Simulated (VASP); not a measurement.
# Ta3HC4 in VASP: further runs

Runs on Ta3HC4. Level: PBEsol. Tasks: relaxation of the atoms.

Everything below comes from runs of VASP 6.6.1. Logs are shortened: lines on timing, memory, paths and dates and some standing lists are left out, and cuts for length are marked.

## Step 1: The cell of the first run

The cell holds a slab with vacuum, 8 atoms: a = 3.139 Å, b = 3.139 Å, c = 26.690 Å, α = 90.00°, β = 90.00°, γ = 120.00°.

## Step 2: Relaxation of the atoms, PBEsol

Contents of INCAR:

```
SYSTEM = Ta3HC4
ALGO = Normal
DIPOL = 0.5 0.5 0.484
EDIFF = 1E-7
EDIFFG = -0.03
ENCUT = 520
GGA = PS
GGA_COMPAT = .FALSE.
IBRION = 2
IDIPOL = 3
ISIF = 2
ISMEAR = 0
LASPH = .TRUE.
LCHARG = .FALSE.
LDIPOL = .TRUE.
LREAL = .FALSE.
LWAVE = .FALSE.
NELM = 120
NELMDL = -8
NELMIN = 4
NSW = 90
PREC = Accurate
SIGMA = 0.1
```

Contents of KPOINTS:

```
k-points
0
G
  9 9 1
  0 0 0
```

Contents of POSCAR:

```
Ta3HC4
1.0
    3.1393032007      0.0000000000      0.0000000000
   -1.5696516003      2.7187163220      0.0000000000
    0.0000000000      0.0000000000     26.6896909896
C Ta H
4 3 1
Selective dynamics
Direct
    0.3333333333      0.6666666667      0.3184750248  F F F
    0.0000000000      0.0000000000      0.4145132416  F F F
    0.6666666667      0.3333333333      0.5091007386  T T T
    0.3333333333      0.6666666667      0.5999630155  T T T
    0.6666666667      0.3333333333      0.3664941332  F F F
    0.3333333333      0.6666666667      0.4634286839  T T T
    0.0000000000      0.0000000000      0.5625887657  T T T
    0.3333333333      0.6666666667      0.6404280775  T T T
```

Potentials or basis: VASP PAW PBE potentials, release 64 (C, Ta_pv, H).

The run is started by

```sh
$ cat potpaw_PBE.64/C/POTCAR potpaw_PBE.64/Ta_pv/POTCAR potpaw_PBE.64/H/POTCAR > POTCAR
$ mpirun -np 1 vasp_std > vasp.out
```

OUTCAR:

```text
SYSTEM = Ta3HC4
   EDIFF = 1E-7
   EDIFFG = -0.03
   ENCUT = 520
   GGA = PS
   IBRION = 2
   ISIF = 2
   ISMEAR = 0
   LASPH = .TRUE.
   LREAL = .FALSE.
   NELM = 120
   NELMDL = -8
   NELMIN = 4
   NSW = 90
   PREC = Accurate

 ion  position               nearest neighbor table
   1  0.333  0.667  0.318-   5 2.22   5 2.22   5 2.22
   2  0.000  0.000  0.415-   5 2.22   5 2.22   5 2.22   6 2.23   6 2.23   6 2.23
   3  0.667  0.333  0.509-   6 2.18   6 2.18   6 2.18   7 2.31   7 2.31   7 2.31
   4  0.333  0.667  0.600-   8 1.08   7 2.07   7 2.07   7 2.07
   5  0.667  0.333  0.366-   2 2.22   1 2.22   1 2.22   2 2.22   2 2.22   1 2.22   6 3.16   6 3.16
                             6 3.16
   6  0.333  0.667  0.463-   3 2.18   3 2.18   3 2.18   2 2.23   2 2.23   2 2.23   5 3.16   5 3.16
                             5 3.16   7 3.21   7 3.21   7 3.21
   7  0.000  0.000  0.563-   4 2.07   4 2.07   4 2.07   3 2.31   3 2.31   3 2.31   6 3.21   6 3.21
                             6 3.21
   8  0.333  0.667  0.640-   4 1.08

  LATTYP: Found a hexagonal cell.
 ALAT       =     3.1393032007
 C/A-ratio  =     8.5017882260

  Lattice vectors:

 A1 = (   3.1393032007,   0.0000000000,   0.0000000000)
 A2 = (  -1.5696516003,   2.7187163220,   0.0000000000)
 A3 = (   0.0000000000,   0.0000000000,  26.6896909896)

Analysis of symmetry for initial positions (statically):
=====================================================================
 Subroutine PRICEL returns:
 Original cell was already a primitive cell.

 Routine SETGRP: Setting up the symmetry group for a
 hexagonal supercell.

 Subroutine GETGRP returns: Found  6 space group operations
 (whereof  6 operations were pure point group operations)
 out of a pool of 24 trial point group operations.

The static configuration has the point symmetry C_3v.

Analysis of symmetry for dynamics (positions and initial velocities):
=====================================================================
 Subroutine PRICEL returns:
 Original cell was already a primitive cell.

 Routine SETGRP: Setting up the symmetry group for a
 hexagonal supercell.

 Subroutine GETGRP returns: Found  6 space group operations
 (whereof  6 operations were pure point group operations)
 out of a pool of 24 trial point group operations.

The dynamic configuration has the point symmetry C_3v.

Analysis of constrained symmetry for selective dynamics:
=====================================================================
 Subroutine PRICEL returns:
 Original cell was already a primitive cell.

 Routine SETGRP: Setting up the symmetry group for a
 hexagonal supercell.

 Subroutine GETGRP returns: Found  6 space group operations
 (whereof  6 operations were pure point group operations)
 out of a pool of 24 trial point group operations.

The constrained configuration has the point symmetry C_3v.

 Subroutine INISYM returns: Found  6 space group operations
 (whereof  6 operations are pure point group operations),
 and found     1 'primitive' translations

----------------------------------------------------------------------------------------

                                     Primitive cell

  volume of cell :     227.7932

  direct lattice vectors                    reciprocal lattice vectors
     3.139303201  0.000000000  0.000000000     0.318542025  0.183910324  0.000000000
    -1.569651600  2.718716322  0.000000000     0.000000000  0.367820648  0.000000000
     0.000000000  0.000000000 26.689690990     0.000000000  0.000000000  0.037467650

  length of vectors
     3.139303201  3.139303201 26.689690990     0.367820648  0.367820648  0.037467650

  position of ions in fractional coordinates (direct lattice)
     0.333333333  0.666666667  0.318475025
     0.000000000  0.000000000  0.414513242
     0.666666667  0.333333333  0.509100739
     0.333333333  0.666666667  0.599963016
     0.666666667  0.333333333  0.366494133
     0.333333333  0.666666667  0.463428684
     0.000000000  0.000000000  0.562588766
     0.333333333  0.666666667  0.640428077

  ion indices of the primitive-cell ions
   primitive index   ion index
                 1           1
                 2           2
                 3           3
                 4           4
                 5           5
                 6           6
                 7           7
                 8           8

----------------------------------------------------------------------------------------

 KPOINTS: k-points

Automatic generation of k-mesh.
 Grid dimensions read from file:
 generate k-points for:    9    9    1

 Generating k-lattice:

  Cartesian coordinates                     Fractional coordinates (reciprocal lattice)
     0.035393558  0.020434480  0.000000000     0.111111111 -0.000000000  0.000000000
     0.000000000  0.040868961  0.000000000     0.000000000  0.111111111  0.000000000
     0.000000000  0.000000000  0.037467650     0.000000000  0.000000000  1.000000000

  Length of vectors
     0.040868961  0.040868961  0.037467650

  Shift w.r.t. Gamma in fractional coordinates (k-lattice)
     0.000000000  0.000000000  0.000000000

 Subroutine IBZKPT returns following result:
 ===========================================

 Found     12 irreducible k-points:

 Following reciprocal coordinates:
            Coordinates               Weight
  0.000000  0.000000  0.000000      1.000000
  0.111111  0.000000  0.000000      6.000000
  0.222222  0.000000  0.000000      6.000000
  0.333333  0.000000  0.000000      6.000000
  0.444444  0.000000  0.000000      6.000000
  0.111111  0.111111  0.000000      6.000000
  0.222222  0.111111  0.000000     12.000000
  0.333333  0.111111  0.000000     12.000000
  0.444444  0.111111  0.000000      6.000000
  0.222222  0.222222  0.000000      6.000000
  0.333333  0.222222  0.000000     12.000000
  0.333333  0.333333  0.000000      2.000000
   k-points           NKPTS =     12   k-points in BZ     NKDIM =     12   number of bands    NBANDS=     30
   number of dos      NEDOS =    301   number of ions     NIONS =      8
   total plane-waves  NPLWV = 115200
   dimension x,y,z NGX =    24 NGY =   24 NGZ =  200
   dimension x,y,z NGXF=    48 NGYF=   48 NGZF=  400
   ions per type =               4   3   1
   NGX,Y,Z   is equivalent  to a cutoff of  12.71, 12.71, 12.46 a.u.
   NGXF,Y,Z  is equivalent  to a cutoff of  25.42, 25.42, 24.92 a.u.
 SYSTEM =  Ta3HC4
   PREC   = accura    normal or accurate (medium, high low for compatibility)
   ISTART =      0    job   : 0-new  1-cont  2-samecut
   ICHARG =      2    charge: 1-file 2-atom 10-const
   ISPIN  =      1    spin polarized calculation?
   LNONCOLLINEAR =      F non collinear calculations
   LSORBIT =      F    spin-orbit coupling
   LASPH  =      T    aspherical Exc in radial PAW
   ENCUT  =  520.0 eV  38.22 Ry    6.18 a.u.   5.84  5.84 49.63*2*pi/ulx,y,z
   NELM   =    120;   NELMIN=  4; NELMDL= -8     # of ELM steps
   EDIFF  = 0.1E-06   stopping-criterion for ELM
   LREAL  =      F    real-space projection
   EDIFFG = -.3E-01   stopping-criterion for IOM
   NSW    =     90    number of steps for IOM
   IBRION =      2    ionic relax: 0-MD 1-quasi-New 2-CG
   NFREE  =      1    steps in history (QN), initial steepest desc. (CG)
   ISIF   =      2    stress and relaxation
   ISYM   =      2    0-nonsym 1-usesym 2-fastsym
   POTIM  = 0.5000    time-step for ionic-motion
   TEBEG  =    0.0;   TEEND  =   0.0 temperature during run
   PSTRESS=    0.0 pullay stress
   NELECT =      50.0000    total number of electrons
   NUPDOWN=      -1.0000    fix difference up-down
   EMIN   =  10.00;   EMAX   =-10.00  energy-range for DOS
   EFERMI =   0.00;   METHOD = LEGACY
   ISMEAR =     0;   SIGMA  =   0.10  broadening in eV -4-tet -1-fermi 0-gaus
   EFERMI_NEDOS =   21; number of points for ismear=-14 and -15
   IALGO  =     38    algorithm
   IMIX   =      4    mixing-type and parameters
     AMIX     =   0.40;   BMIX     =  1.00
     AMIX_MAG =   1.60;   BMIX_MAG =  1.00
  volume/ion in A,a.u.               =      28.47       192.15
  Fermi-wavevector in a.u.,A,eV,Ry     =   0.987532  1.866165 13.268671  0.975220
  Thomas-Fermi vector in A             =   2.118993
   LORBIT       =      0    0 simple, 1 ext, 2 COOP (PROOUT), +10 PAW based schemes
   GGA     = PS    functional components
   LHFCALC =     F    Hartree Fock is set to
   AEXX    =    0.0000 exact exchange contribution
   IVDW    =     0    specifies the selected vdW correction
   LEPSILON=     F    determine dielectric tensor
   LRPA    =     F    only Hartree local field effects (RPA)
 conjugate gradient relaxation of ions
 non-spin polarized calculation
 Gauss-broadening in eV      SIGMA  =   0.10
  energy-cutoff  :      520.00
  volume of cell :      227.79
 maximum number of plane-waves:      6174
 NGX is ok and might be reduce to    24
   NGX = 11   NGY = 11   NGZ = 99

 dipolmoment           0.000000      0.000000      0.437710 electrons x Angstroem

--------------------------------------- Ionic step        1  -------------------------------------------

 number of electron      49.9999997 magnetization

 Free energy of the ion-electron system (eV)
  ---------------------------------------------------
  ext. energy  EPLUGINS =         0.00000000
  ---------------------------------------------------
  free energy    TOTEN  =       -78.24264736 eV

  energy without entropy =      -78.22702438  energy(sigma->0) =      -78.23483587

------------------------ aborting loop because EDIFF is reached ----------------------------------------

  FORCE on cell =-STRESS in cart. coord.  units (eV):
  Direction    XX          YY          ZZ          XY          YZ          ZX
  --------------------------------------------------------------------------------------
  -------------------------------------------------------------------------------------
  Total        1.8810223      1.8810223     -0.8611342      0.0000000      0.0000000      0.0000000
  in kB       13.2301211     13.2301211     -6.0567647      0.0000000      0.0000000      0.0000000
  external PRESSURE =       6.8011592 kB  Pullay stress =       0.0000000 kB
[... 107 lines left out ...]
  FREE ENERGIE OF THE ION-ELECTRON SYSTEM (eV)
  ---------------------------------------------------
  free  energy   TOTEN  =       -78.4002692342 eV

  energy  without entropy=      -78.3869274601  energy(sigma->0) =      -78.39359835

[... ionic steps 4 to 14 ...]

--------------------------------------- Ionic step       15  -------------------------------------------

 number of electron      49.9999996 magnetization

------------------------ aborting loop because EDIFF is reached ----------------------------------------
[... 79 lines left out ...]
--------------------------------------- Ionic step       17  -------------------------------------------

 number of electron      49.9999996 magnetization

 dipolmoment           0.000000      0.000000     -0.105417 electrons x Angstroem

 Free energy of the ion-electron system (eV)
  ---------------------------------------------------
  ext. energy  EPLUGINS =         0.00000000
  ---------------------------------------------------
  free energy    TOTEN  =       -78.42310874 eV

  energy without entropy =      -78.41109440  energy(sigma->0) =      -78.41710157

 E-fermi :  -1.3906     XC(G=0):  -5.0923

 val. band max:       -1.4279688494   @ k =   0.4444   0.1111   0.0000
 cond. band min:      -1.2890529325   @ k =   0.0000   0.0000   0.0000
 fundamental gap:      0.1389159168
 Fermi energy:        -1.3905833642

 k-point     1 :       0.0000    0.0000    0.0000
  band No.  band energies     occupation
      1     -36.5931      2.00000
      2     -36.1996      2.00000
      3     -36.1996      2.00000
      4     -35.8849      2.00000
      5     -35.5893      2.00000
      6     -35.5893      2.00000
[... 385 lines left out ...]
     29       1.5450      0.00000
     30       1.8524      0.00000

------------------------ aborting loop because EDIFF is reached ----------------------------------------

 vacuum level on the upper side and lower side of the slab       (xc-potential included)        -1.107         1.084

  FORCE on cell =-STRESS in cart. coord.  units (eV):
  Direction    XX          YY          ZZ          XY          YZ          ZX
  --------------------------------------------------------------------------------------
  -------------------------------------------------------------------------------------
  Total       -0.3492518     -0.3492518     -3.1893060     -0.0000000      0.0000000      0.0000000
  in kB       -2.4564532     -2.4564532    -22.4319005     -0.0000000      0.0000000      0.0000000
  external PRESSURE =      -9.1149356 kB  Pullay stress =       0.0000000 kB
[... 23 lines left out ...]
  FREE ENERGIE OF THE ION-ELECTRON SYSTEM (eV)
  ---------------------------------------------------
  free  energy   TOTEN  =       -78.4231087449 eV

  energy  without entropy=      -78.4110944024  energy(sigma->0) =      -78.41710157

 reached required accuracy - stopping structural energy minimisation

 vacuum level on the upper side and lower side of the slab         3.146         5.382
```

It took 29 min on 1 thread of AMD EPYC 7R43 (Zen 3), shared host; peak memory 0.34 GiB.

What came out:

```yaml
Free_energy: -78.4231 eV
Energy_gained_by_relaxing: 22.6 meV/atom
Ionic_steps: 17
Band_gap_on_the_k_mesh: zero (bands 25 and 26 overlap by 0.14 eV)
```

Step by step:
| step | energy change (eV) | largest force on free atoms (eV/Å) | pressure (GPa) |
| --- | --- | --- | --- |
| 1 | 0.0000 | 2.2188 | 0.68 |
| 2 | -0.1531 | 0.7093 | -0.06 |
| 3 | -0.1576 | 0.7319 | 0.01 |
| 4 | -0.1569 | 1.1422 | -0.26 |
| 5 | -0.1657 | 0.4630 | -0.13 |
| 6 | -0.1737 | 0.1606 | -0.30 |
| 7 | -0.1741 | 0.1185 | -0.35 |
| 8 | -0.1752 | 0.0891 | -0.40 |
| 9 | -0.1771 | 0.1800 | -0.56 |
| 10 | -0.1772 | 0.2146 | -0.62 |
| 11 | -0.1776 | 0.1853 | -0.64 |
| 12 | -0.1785 | 0.1311 | -0.70 |
| 13 | -0.1793 | 0.1318 | -0.82 |
| 14 | -0.1797 | 0.1010 | -0.84 |
| 15 | -0.1804 | 0.0448 | -0.89 |
| 16 | -0.1804 | 0.0301 | -0.91 |
| 17 | -0.1805 | 0.0222 | -0.91 |

Final structure:
```
C Ta H
1.0
     3.13930    0.00000    0.00000
    -1.56965    2.71872    0.00000
     0.00000    0.00000   26.68969
C Ta H
4 3 1
Direct
  0.33333 0.66667 0.31848
  0.00000 0.00000 0.41451
  0.66667 0.33333 0.51103
  0.33333 0.66667 0.60354
  0.66667 0.33333 0.36649
  0.33333 0.66667 0.46240
  0.00000 0.00000 0.56048
  0.33333 0.66667 0.64479
```

Levels at points of the mesh, in eV from the Fermi level:
```csv
k point,band 21,band 22,band 23,band 24,band 25,band 26,band 27,band 28,band 29,band 30
"(0.00, 0.00, 0.00)",-1.28,-1.28,-0.51,0.10,0.10,0.80,0.92,0.92,1.75,1.75
```

Caveat: the PAW data sets were made with another functional, which shifts forces and pressure a little; spin-orbit coupling is left out, which moves the levels of the heavy elements.

[end of part 1 of 3]
